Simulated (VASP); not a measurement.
Here is a VASP 6.6.1 calculation.

Contents of INCAR:

```
SYSTEM = AsSe4
PREC = Accurate ; ENCUT = 520
EDIFF = 1E-6 ; ISMEAR = 0
SIGMA = 0.1 ; LREAL = .FALSE.
LASPH = .TRUE. ; NELM = 100
ALGO = Normal ; ISIF = 2
LWAVE = .FALSE. ; LCHARG = .FALSE.
GGA = PE ; NBANDS = 22
```

File KPOINTS:

```
regular mesh
0
G
  8 8 8
  0 0 0
```

File POSCAR:

```
AsSe4
1.0
   -3.1338205549      3.1338205549      3.1338205549
    3.1338205549     -3.1338205549      3.1338205549
    3.1338205549      3.1338205549     -3.1338205549
As Se
1 4
Direct
    0.0000000000      0.0000000000      0.0000000000
    0.5000000000      0.5000000000      0.5000000000
    0.5000000000      0.0000000000      0.0000000000
    0.0000000000      0.0000000000      0.5000000000
    0.0000000000      0.5000000000      0.0000000000
```

Potentials or basis: VASP PAW PBE potentials, release 64 (As, Se).

Launch:

```bash
$ cat potpaw_PBE.64/As/POTCAR potpaw_PBE.64/Se/POTCAR > POTCAR
$ mpirun -np 1 vasp_std > vasp.out
```

(1) What does it give for the pressure?

(2) What does it give for the band gap on the k mesh?

## Answers

(1) 0.0 GPa.

(2) zero (an odd number of electrons rules out a gap without spin polarisation).
